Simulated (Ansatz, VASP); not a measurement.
# HfN: VASP beside Ansatz

```
Hf N
1.0
     0.00000    2.45482    2.08660
     2.45482    0.00000    2.08660
     2.45482    2.45482    0.00000
Hf N
1 1
Cartesian
  0.0000 0.0000 0.0000
  3.6822 3.6822 3.1299
```

Change from the starting cell: strain -0.1500 x Voigt [0, 0, 1, 0, 0, 0], atoms carried along.

Alike in both runs: task single point; functional PBEsol; k mesh 16 × 16 × 16; occupations gaussian, width 0.15 eV; no spin polarisation.

```csv
,VASP,Ansatz
version,VASP 6.6.1,Ansatz 0.2.0
potentials or method,"VASP PAW PBE potentials, release 64 (Hf_pv, N), cutoff 520 eV","scalar-relativistic, plane waves, PAW"
valence electrons in the cell,15,31
```

```csv
,VASP,Ansatz,Ansatz less VASP
gap on the k mesh at the Fermi level (eV),none,none,-
pressure (GPa),32.9,33.3,+0.37
"traceless stress, the component that is largest in VASP (GPa)",8.87,9.07,+0.205
```

VASP's potentials were made for PBE, not for PBEsol. A gap of «none» marks a metal or a gap that the smearing closes. Both programs put the cell under a high pressure, so it lies far from rest at this level. VASP's potentials hold 15 valence electrons a cell and Ansatz's 31, so a difference there can come from the potentials and not from the codes.

Spin-orbit coupling is off throughout.
